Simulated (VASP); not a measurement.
# Ge (Fd-3m) in VASP: notebook

Ge is run at these levels: r2SCAN; tasks: single point.

All numbers are computed with VASP 6.6.1; they aren't measurements. Logs are shortened: lines on timing, memory, paths and dates and some standing lists are left out, and cuts for length are marked.

**1. The cell of the first run**

It takes space group Fd-3m (No. 227, cubic). The conventional cell has a = 5.517 Å, b = 5.517 Å, c = 5.517 Å, α = 90.00°, β = 90.00°, γ = 90.00°. Within 3.2 Å of Ge (site symmetry -43m) lie 4 Ge at 2.39 Å.

**2. Single point, r2SCAN (volume scaled by 0.92)**

File POSCAR:

```
Ge
1.0
    0.0000000000      2.7582764705      2.7582764705
    2.7582764705      0.0000000000      2.7582764705
    2.7582764705      2.7582764705      0.0000000000
Ge
2
Direct
    0.5000000000      0.5000000000      0.5000000000
    0.7500000000      0.7500000000      0.7500000000
```

File INCAR.step1:

```
PREC = Accurate
ENCUT = 520
ISMEAR = -1
SIGMA = 0.05
LREAL = False
LASPH = True
NELM = 100
NBANDS = 21
GGA = PE
ALGO = Normal
EDIFF = 1E-4
LWAVE = True
LCHARG = False
```

File INCAR.step2:

```
PREC = Accurate
ENCUT = 520
EDIFF = 1E-7
ISMEAR = -1
SIGMA = 0.05
LREAL = False
LASPH = True
NELM = 100
ALGO = Normal
ISIF = 2
LWAVE = False
LCHARG = True
METAGGA = R2SCAN
LMIXTAU = True
LELF = True
LVHAR = True
NBANDS = 21
ISTART = 1
```

File KPOINTS:

```
regular mesh
0
Gamma
  9 9 9
```

Potentials or basis: VASP PAW PBE potentials, release 64 (Ge_d).

Started as:

```bash
$ cat potpaw_PBE.64/Ge_d/POTCAR > POTCAR
$ cp INCAR.step1 INCAR
$ mpirun -np 1 vasp_std > vasp.out
$ cp INCAR.step2 INCAR
$ mpirun -np 1 vasp_std > vasp.out
```

OUTCAR:

```text
PREC = Accurate
   ENCUT = 520
   EDIFF = 1E-7
   ISMEAR = -1
   LREAL = False
   LASPH = True
   NELM = 100
   ISIF = 2
   METAGGA = R2SCAN
   ISTART = 1

 ion  position               nearest neighbor table
   1  0.500  0.500  0.500-   2 2.39   2 2.39   2 2.39   2 2.39
   2  0.750  0.750  0.750-   1 2.39   1 2.39   1 2.39   1 2.39

  LATTYP: Found a face centered cubic cell.
 ALAT       =     5.5165529410

  Lattice vectors:

 A1 = (   0.0000000000,   2.7582764705,   2.7582764705)
 A2 = (   2.7582764705,   0.0000000000,   2.7582764705)
 A3 = (   2.7582764705,   2.7582764705,   0.0000000000)

Analysis of symmetry for initial positions (statically):
=====================================================================
 Subroutine PRICEL returns:
 Original cell was already a primitive cell.

 Routine SETGRP: Setting up the symmetry group for a
 face centered cubic supercell.

 Subroutine GETGRP returns: Found 48 space group operations
 (whereof 24 operations were pure point group operations)
 out of a pool of 48 trial point group operations.

The static configuration has the point symmetry T_d .
 The point group associated with its full space group is O_h .

Analysis of symmetry for dynamics (positions and initial velocities):
=====================================================================
 Subroutine PRICEL returns:
 Original cell was already a primitive cell.

 Routine SETGRP: Setting up the symmetry group for a
 face centered cubic supercell.

 Subroutine GETGRP returns: Found 48 space group operations
 (whereof 24 operations were pure point group operations)
 out of a pool of 48 trial point group operations.

The dynamic configuration has the point symmetry T_d .
 The point group associated with its full space group is O_h .

 Subroutine INISYM returns: Found 48 space group operations
 (whereof 24 operations are pure point group operations),
 and found     1 'primitive' translations

----------------------------------------------------------------------------------------

                                     Primitive cell

  volume of cell :      41.9704

  direct lattice vectors                    reciprocal lattice vectors
     0.000000000  2.758276470  2.758276470    -0.181272619  0.181272619  0.181272619
     2.758276470  0.000000000  2.758276470     0.181272619 -0.181272619  0.181272619
     2.758276470  2.758276470  0.000000000     0.181272619  0.181272619 -0.181272619

  length of vectors
     3.900791993  3.900791993  3.900791993     0.313973386  0.313973386  0.313973386

  position of ions in fractional coordinates (direct lattice)
     0.500000000  0.500000000  0.500000000
     0.750000000  0.750000000  0.750000000

  ion indices of the primitive-cell ions
   primitive index   ion index
                 1           1
                 2           2

----------------------------------------------------------------------------------------

 KPOINTS: regular mesh

Automatic generation of k-mesh.
 Grid dimensions read from file:
 generate k-points for:    9    9    9

 Generating k-lattice:

  Cartesian coordinates                     Fractional coordinates (reciprocal lattice)
    -0.020141402  0.020141402  0.020141402     0.111111111  0.000000000  0.000000000
     0.020141402 -0.020141402  0.020141402     0.000000000  0.111111111  0.000000000
     0.020141402  0.020141402 -0.020141402     0.000000000  0.000000000  0.111111111

  Length of vectors
     0.034885932  0.034885932  0.034885932

  Shift w.r.t. Gamma in fractional coordinates (k-lattice)
     0.000000000  0.000000000  0.000000000

 Subroutine IBZKPT returns following result:
 ===========================================

 Found     35 irreducible k-points:

 Following reciprocal coordinates:
            Coordinates               Weight
  0.000000  0.000000  0.000000      1.000000
  0.111111  0.000000  0.000000      8.000000
  0.222222  0.000000  0.000000      8.000000
  0.333333  0.000000  0.000000      8.000000
  0.444444  0.000000  0.000000      8.000000
  0.111111  0.111111  0.000000      6.000000
[... 16 lines left out ...]
 -0.333333  0.333333  0.000000     12.000000
  0.444444  0.444444  0.000000      6.000000
 [... further k-points ...]
   k-points           NKPTS =     35   k-points in BZ     NKDIM =     35   number of bands    NBANDS=     21
   number of dos      NEDOS =    301   number of ions     NIONS =      2
   total plane-waves  NPLWV =  27000
   dimension x,y,z NGX =    30 NGY =   30 NGZ =   30
   dimension x,y,z NGXF=    60 NGYF=   60 NGZF=   60
   ions per type =               2
   NGX,Y,Z   is equivalent  to a cutoff of  12.79, 12.79, 12.79 a.u.
   NGXF,Y,Z  is equivalent  to a cutoff of  25.57, 25.57, 25.57 a.u.
 SYSTEM =  unknown system
   PREC   = accura    normal or accurate (medium, high low for compatibility)
   ISTART =      1    job   : 0-new  1-cont  2-samecut
   ICHARG =      0    charge: 1-file 2-atom 10-const
[... 34 lines left out ...]
   IVDW    =     0    specifies the selected vdW correction
   LEPSILON=     F    determine dielectric tensor
   LRPA    =     F    only Hartree local field effects (RPA)
 non-spin polarized calculation
  energy-cutoff  :      520.00
  volume of cell :       41.97
 maximum number of plane-waves:      1147
 NGX is ok and might be reduce to    30
   NGX = 15   NGY = 15   NGZ = 15

 number of electron      27.9999975 magnetization

 Free energy of the ion-electron system (eV)
  ---------------------------------------------------
  ext. energy  EPLUGINS =         0.00000000
  ---------------------------------------------------
  free energy    TOTEN  =       -27.65858863 eV

  energy without entropy =      -27.65857608  energy(sigma->0) =      -27.65858236

 E-fermi :   5.8959     XC(G=0): -11.2215

 val. band max:        5.5807192161   @ k =   0.0000   0.0000   0.0000
 cond. band min:       6.2781461488   @ k =   0.4444   0.4444   0.0000
 fundamental gap:      0.6974269328
 Fermi energy:         5.8959355467

 k-point     1 :       0.0000    0.0000    0.0000
  band No.  band energies     occupation
      1     -20.0418      2.00000
      2     -20.0418      2.00000
      3     -20.0418      2.00000
      4     -19.9959      2.00000
      5     -19.9959      2.00000
      6     -19.7325      2.00000
[... 13 lines left out ...]
     20      15.7115      0.00000
     21      15.7115      0.00000

 k-point     2 :       0.1111    0.0000    0.0000
  band No.  band energies     occupation
      1     -20.0506      2.00000
      2     -20.0505      2.00000
      3     -20.0394      2.00000
      4     -19.9836      2.00000
      5     -19.9836      2.00000
      6     -19.7418      2.00000
[... 13 lines left out ...]
     20      14.8590      0.00000
     21      14.8590      0.00000

 k-point     3 :       0.2222    0.0000    0.0000
  band No.  band energies     occupation
      1     -20.0626      2.00000
      2     -20.0625      2.00000
      3     -20.0332      2.00000
      4     -19.9633      2.00000
      5     -19.9633      2.00000
      6     -19.7555      2.00000
[... 13 lines left out ...]
     20      14.4211      0.00000
     21      14.4531      0.00000

 k-point     4 :       0.3333    0.0000    0.0000
  band No.  band energies     occupation
      1     -20.0694      2.00000
      2     -20.0694      2.00000
      3     -20.0260      2.00000
      4     -19.9490      2.00000
      5     -19.9490      2.00000
      6     -19.7637      2.00000
[... 13 lines left out ...]
     20      15.2584      0.00000
     21      15.2584      0.00000

 k-point     5 :       0.4444    0.0000    0.0000
  band No.  band energies     occupation
      1     -20.0717      2.00000
      2     -20.0717      2.00000
      3     -20.0213      2.00000
      4     -19.9433      2.00000
      5     -19.9433      2.00000
      6     -19.7659      2.00000
[... 13 lines left out ...]
     20      17.1102      0.00000
     21      17.1102      0.00000
[... 382 lines left out ...]
     20      18.5688      0.00000
     21      18.9175      0.00000

 k-point    22 :      -0.4444    0.3333    0.0000
  band No.  band energies     occupation
      1     -20.1027      2.00000
      2     -20.0834      2.00000
      3     -19.9833      2.00000
      4     -19.9048      2.00000
      5     -19.8758      2.00000
      6     -19.8433      2.00000
[... 13 lines left out ...]
     20      17.0431      0.00000
     21      20.1130      0.00000

 k-point    23 :      -0.3333    0.3333    0.0000
  band No.  band energies     occupation
      1     -20.1069      2.00000
      2     -20.0855      2.00000
      3     -19.9755      2.00000
      4     -19.8829      2.00000
      5     -19.8726      2.00000
      6     -19.8606      2.00000
[... 13 lines left out ...]
     20      15.1868      0.00000
     21      20.5469      0.00000

 k-point    24 :       0.4444    0.4444    0.0000
  band No.  band energies     occupation
      1     -20.0820      2.00000
      2     -20.0819      2.00000
      3     -20.0040      2.00000
      4     -19.9526      2.00000
      5     -19.8710      2.00000
      6     -19.8203      2.00000
[... 13 lines left out ...]
     20      19.4090      0.00000
     21      19.4914      0.00000

 [... further k-points ...]
[... 5 lines left out ...]
  --------------------------------------------------------------------------------------
  -------------------------------------------------------------------------------------
  Total        1.9607372      1.9607372      1.9607372     -0.0000000     -0.0000000      0.0000000
  in kB       74.8491025     74.8491025     74.8491025     -0.0000000     -0.0000000      0.0000000
  external PRESSURE =      74.8491025 kB  Pullay stress =       0.0000000 kB

 VOLUME and BASIS-vectors are now :
 -----------------------------------------------------------------------------
  energy-cutoff  :      520.00
  volume of cell :       41.97
      direct lattice vectors                 reciprocal lattice vectors
     0.000000000  2.758276470  2.758276470    -0.181272619  0.181272619  0.181272619
     2.758276470  0.000000000  2.758276470     0.181272619 -0.181272619  0.181272619
     2.758276470  2.758276470  0.000000000     0.181272619  0.181272619 -0.181272619

 POSITION                                       TOTAL-FORCE (eV/Angst)
 -----------------------------------------------------------------------------------
      2.75828      2.75828      2.75828        -0.000000     -0.000000     -0.000000
      4.13741      4.13741      4.13741         0.000000      0.000000      0.000000
 -----------------------------------------------------------------------------------
    total drift:                                0.000000     -0.000000     -0.000000

  FREE ENERGIE OF THE ION-ELECTRON SYSTEM (eV)
  ---------------------------------------------------
  free  energy   TOTEN  =       -27.6585886326 eV

  energy  without entropy=      -27.6585760845  energy(sigma->0) =      -27.65858236
```

Wall time 2.5 min (1 thread of AMD EPYC 7R43 (Zen 3), shared host); peak memory 0.14 GiB.

What came out:

```yaml
Free_energy: -27.6586 eV
Pressure: 7.5 GPa
Band_gap_on_the_k_mesh: 0.70 eV, indirect (least direct gap 1.16 eV)
```

Levels at points of the mesh, in eV from the valence-band top:
```csv
k point,band 11,band 12,band 13,band 14,band 15,band 16,band 17,band 18
"(0.00, 0.00, 0.00)",-13.93,0.00,0.00,0.00,1.16,2.74,2.74,2.74
```

Caveat: the cell differs from its parent crystal (volume scaled by 0.92); the PAW data sets were made with another functional, which shifts forces and pressure a little. A k mesh can miss the band edges.

**3. Single point, r2SCAN (volume scaled by 0.96)**

File POSCAR:

```
Ge
1.0
    0.0000000000      2.7976857445      2.7976857445
    2.7976857445      0.0000000000      2.7976857445
    2.7976857445      2.7976857445      0.0000000000
Ge
2
Direct
    0.5000000000      0.5000000000      0.5000000000
    0.7500000000      0.7500000000      0.7500000000
```

File INCAR.step1:

```
SYSTEM = Ge
ALGO = Normal
EDIFF = 1E-4
ENCUT = 520
GGA = PE
ISMEAR = -1
LASPH = .TRUE.
LCHARG = .FALSE.
LREAL = .FALSE.
LWAVE = .TRUE.
NBANDS = 21
NELM = 80
PREC = Accurate
SIGMA = 0.05
```

File INCAR.step2:

```
SYSTEM = Ge
ALGO = Normal
EDIFF = 1E-6
ENCUT = 520
ISIF = 2
ISMEAR = -1
ISTART = 1
LASPH = .TRUE.
LCHARG = .FALSE.
LMIXTAU = .TRUE.
LREAL = .FALSE.
LWAVE = .FALSE.
METAGGA = R2SCAN
NBANDS = 21
NELM = 80
PREC = Accurate
SIGMA = 0.05
```

File KPOINTS:

```
k-points
0
G
  9 9 9
  0 0 0
```

Potentials or basis: VASP PAW PBE potentials, release 64 (Ge_d).

Started as:

```bash
$ cat potpaw_PBE.64/Ge_d/POTCAR > POTCAR
$ cp INCAR.step1 INCAR
$ mpirun -np 1 vasp_std > vasp.out
$ cp INCAR.step2 INCAR
$ mpirun -np 1 vasp_std > vasp.out
```

Wall time 2 min (1 thread of AMD EPYC 7R43 (Zen 3), shared host); peak memory 0.14 GiB.

It converged, with:

```yaml
Free_energy: -27.7204 eV
Pressure: 3.4 GPa
Band_gap_on_the_k_mesh: 0.58 eV, indirect (least direct gap 0.73 eV)
```

Levels at points of the mesh, in eV from the valence-band top:
| k point | band 10 | band 11 | band 12 | band 13 | band 14 | band 15 | band 16 | band 17 | band 18 | band 19 |
| --- | --- | --- | --- | --- | --- | --- | --- | --- | --- | --- |
| (0.00, 0.00, 0.00) | -25.24 | -13.57 | 0.00 | 0.00 | 0.00 | 0.73 | 2.72 | 2.72 | 2.72 | 7.16 |

Caveat: the cell differs from its parent crystal (volume scaled by 0.96); the PAW data sets were made with another functional, which shifts forces and pressure a little.

**4. Single point, r2SCAN**

This run uses another cell than the first one, of 22.81 Å³/atom, 1.087 times its volume.

File POSCAR:

```
Ge
1.0
    0.0000000000      2.8360149697      2.8360149697
    2.8360149697      0.0000000000      2.8360149697
    2.8360149697      2.8360149697      0.0000000000
Ge
2
Direct
    0.5000000000      0.5000000000      0.5000000000
    0.7500000000      0.7500000000      0.7500000000
```

File INCAR.step1:

```
PREC     = Accurate       # precision mode
ENCUT    = 520            # plane-wave cutoff, eV
ISMEAR   = -1             # smearing method
SIGMA    = 0.05           # smearing width, eV
LREAL    = F              # projectors in reciprocal space
LASPH    = T              # aspherical terms in the spheres
NELM     = 80             # most SCF steps
NBANDS   = 21             # bands
GGA      = PE             # functional
ALGO     = Normal         # electronic algorithm
EDIFF    = 1E-4           # SCF threshold, eV
LWAVE    = T              # write WAVECAR
LCHARG   = F              # write CHGCAR
```

File INCAR.step2:

```
PREC     = Accurate       # precision mode
ENCUT    = 520            # plane-wave cutoff, eV
EDIFF    = 1E-7           # SCF threshold, eV
ISMEAR   = -1             # smearing method
SIGMA    = 0.05           # smearing width, eV
LREAL    = F              # projectors in reciprocal space
LASPH    = T              # aspherical terms in the spheres
NELM     = 80             # most SCF steps
ALGO     = Normal         # electronic algorithm
ISIF     = 2              # what is computed and relaxed
LWAVE    = F              # write WAVECAR
LCHARG   = F              # write CHGCAR
METAGGA  = R2SCAN         # meta-GGA
LMIXTAU  = T            
NBANDS   = 21             # bands
ISTART   = 1
```

File KPOINTS:

```
Automatic mesh
0
Gamma
  9 9 9
```

Started as:

```bash
$ cat potpaw_PBE.64/Ge_d/POTCAR > POTCAR
$ cp INCAR.step1 INCAR
$ mpirun -np 1 vasp_std > vasp.out
$ cp INCAR.step2 INCAR
$ mpirun -np 1 vasp_std > vasp.out
```

It took 2.7 min on 1 thread of AMD EPYC 7R43 (Zen 3), shared host; peak memory 0.14 GiB.

It converged, with:

| Item | Value |
| --- | --- |
| Free energy | -27.7403 eV |
| Pressure | 0.1 GPa |
| Band gap on the k mesh | 0.33 eV, direct |

Levels at points of the mesh, in eV from the valence-band top:
```tsv
k point	band 11	band 12	band 13	band 14	band 15	band 16	band 17	band 18
(0.00, 0.00, 0.00)	-13.25	0.00	0.00	0.00	0.33	2.71	2.71	2.71
```

Caveat: the PAW data sets were made with another functional, which shifts forces and pressure a little. A k mesh can miss the band edges.

**5. Single point, r2SCAN**

This run uses another cell than the first one, of 22.81 Å³/atom, 1.087 times its volume.

POSCAR is that of step 4.

File INCAR.step1:

```
SYSTEM = Ge
PREC = Accurate
ENCUT = 520
ISMEAR = -1
SIGMA = 0.05
LREAL = .FALSE.
LASPH = .TRUE.
NELM = 60
NBANDS = 21
GGA = PE
ALGO = Normal
EDIFF = 1E-4
LWAVE = .TRUE.
LCHARG = .FALSE.
```

File INCAR.step2:

```
SYSTEM = Ge
PREC = Accurate
ENCUT = 520
EDIFF = 1E-7
ISMEAR = -1
SIGMA = 0.05
LREAL = .FALSE.
LASPH = .TRUE.
NELM = 60
ALGO = Normal
ISIF = 2
LWAVE = .FALSE.
LCHARG = .FALSE.
METAGGA = R2SCAN
LMIXTAU = .TRUE.
NBANDS = 21
ISTART = 1
```

File KPOINTS:

```
Automatic mesh
0
G
  9 9 9
  0 0 0
```

Started as:

```bash
$ cat potpaw_PBE.64/Ge_d/POTCAR > POTCAR
$ cp INCAR.step1 INCAR
$ mpirun -np 1 vasp_std > vasp.out
$ cp INCAR.step2 INCAR
$ mpirun -np 1 vasp_std > vasp.out
```

Wall time 2.5 min (1 thread of AMD EPYC 7R43 (Zen 3), shared host); peak memory 0.14 GiB.

The run converged. Its results:

| Quantity | Value |
| --- | --- |
| Free energy | -27.7403 eV |
| Pressure | 0.1 GPa |
| Band gap on the k mesh | 0.33 eV, direct |

Levels at points of the mesh, in eV from the valence-band top:
| k point | band 12 | band 13 | band 14 | band 15 | band 16 | band 17 |
| --- | --- | --- | --- | --- | --- | --- |
| (0.00, 0.00, 0.00) | 0.00 | 0.00 | 0.00 | 0.33 | 2.71 | 2.71 |

Caveat: the PAW data sets were made with another functional, which shifts forces and pressure a little. A k mesh can miss the band edges.

**6. Single point, r2SCAN (volume scaled by 1.04)**

File POSCAR:

```
Ge
1.0
    0.0000000000      2.8733352359      2.8733352359
    2.8733352359      0.0000000000      2.8733352359
    2.8733352359      2.8733352359      0.0000000000
Ge
2
Direct
    0.5000000000      0.5000000000      0.5000000000
    0.7500000000      0.7500000000      0.7500000000
```

File INCAR.step1:

```
SYSTEM = Ge
ALGO = Normal
EDIFF = 1E-4
ENCUT = 520
GGA = PE
ISMEAR = -1
LASPH = .TRUE.
LCHARG = .FALSE.
LREAL = .FALSE.
LWAVE = .TRUE.
NBANDS = 21
NELM = 80
PREC = Accurate
SIGMA = 0.05
```

File INCAR.step2:

```
SYSTEM = Ge
ALGO = Normal
EDIFF = 1E-6
ENCUT = 520
ISIF = 2
ISMEAR = -1
ISTART = 1
LASPH = .TRUE.
LCHARG = .FALSE.
LMIXTAU = .TRUE.
LREAL = .FALSE.
LWAVE = .FALSE.
METAGGA = R2SCAN
NBANDS = 21
NELM = 80
PREC = Accurate
SIGMA = 0.05
```

File KPOINTS:

```
k-points
0
G
  9 9 9
  0 0 0
```

Potentials or basis: VASP PAW PBE potentials, release 64 (Ge_d).

Started as:

```bash
$ cat potpaw_PBE.64/Ge_d/POTCAR > POTCAR
$ cp INCAR.step1 INCAR
$ mpirun -np 1 vasp_std > vasp.out
$ cp INCAR.step2 INCAR
$ mpirun -np 1 vasp_std > vasp.out
```

Wall time 2.1 min (1 thread of AMD EPYC 7R43 (Zen 3), shared host); peak memory 0.15 GiB.

It converged, with:

```yaml
Free_energy: -27.7275 eV
Pressure: -2.4 GPa
Band_gap_on_the_k_mesh: zero (filled and empty bands touch)
```

Levels at points of the mesh, in eV from the Fermi level:
```
           k point  band 11  band 12  band 13  band 14  band 15  band 16  band 17  band 18
(0.00, 0.00, 0.00)   -12.99    -0.09    -0.05    -0.05    -0.05     2.65     2.65     2.65
```

Caveat: the cell differs from its parent crystal (volume scaled by 1.04); the PAW data sets were made with another functional, which shifts forces and pressure a little.

**7. Overview**

```tsv
cell	gap on the mesh (eV)	pressure (GPa)
a = 3.901 Å, angles 60.0°, 2 atoms	0.70	7.5
a = 3.957 Å, angles 60.0°, 2 atoms	0.58	3.4
a = 4.011 Å, angles 60.0°, 2 atoms	0.33	0.1
a = 4.064 Å, angles 60.0°, 2 atoms	none	-2.4
```

Alike in all rows: task single point; level r2SCAN; potentials or basis VASP PAW PBE potentials, release 64 (Ge_d); no spin polarisation; k mesh 9 × 9 × 9; cutoff (eV) 520; smearing fermi-dirac 0.05 eV.

Caveats: the PAW data sets were made with another functional, which shifts forces and pressure a little.

Total energies depend on the potentials used, so only differences within one code and one set of settings carry meaning.
